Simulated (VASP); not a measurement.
Set up this calculation in VASP 6.6.1, as the native input.

```yaml
Task: relaxation of the atoms
Functional: PBE
Potentials_or_basis: VASP PAW PBE potentials, release 64 (Sr_sv, Ti_sv, O)
Cutoff: 520 eV
k_mesh: 8 × 8 × 8
Occupations: fermi-dirac, width 0.02 eV
Spin: no spin polarisation
Dipole_correction: no
Further_INCAR_settings: ALGO = Normal; EDIFF = 1e-07; IBRION = 2; EDIFFG = -0.02; NSW = 80
```

The structure of SrTiO3 lies in POSCAR:

```
SrTiO3
1.0
    3.9815880716      0.0000000000      0.0000000000
    0.0000000000      3.9815880716      0.0000000000
    0.0000000000      0.0000000000      3.9815880716
Sr Ti O
1 1 3
Direct
    0.0000000000      0.0000000000      0.0000000000
    0.5000000000      0.5000000000      0.5000000000
    0.0000000000      0.5000000000      0.5000000000
    0.5000000000      0.0000000000      0.5000000000
    0.5000000000      0.5000000000      0.0000000000
```

One way to write it, as run:

INCAR

```
PREC = Accurate ; ENCUT = 520
EDIFF = 1E-7 ; ISMEAR = -1
SIGMA = 0.02 ; LREAL = F
LASPH = T ; NELM = 120
ALGO = Normal ; ISIF = 2
LWAVE = F ; LCHARG = F
GGA = PE ; IBRION = 2
NSW = 80 ; EDIFFG = -0.02
GGA_COMPAT = F ; NELMIN = 4
```

KPOINTS

```
regular mesh
0
Gamma
  8 8 8
```

Potentials or basis: VASP PAW PBE potentials, release 64 (Sr_sv, Ti_sv, O).

Command:

```sh
$ cat potpaw_PBE.64/Sr_sv/POTCAR potpaw_PBE.64/Ti_sv/POTCAR potpaw_PBE.64/O/POTCAR > POTCAR
$ mpirun -np 1 vasp_std > vasp.out
```

Results of the run:

```json
{"Pressure after relaxing": "-4.8 GPa", "Band gap on the k mesh": "1.75 eV (least direct gap 2.13 eV)"}
```

Caveat: the relaxation stopped at its first step, so nothing moved.

It took 91 s on 1 thread of Intel Xeon 8259CL (shared host), peak memory 0.21 GiB.
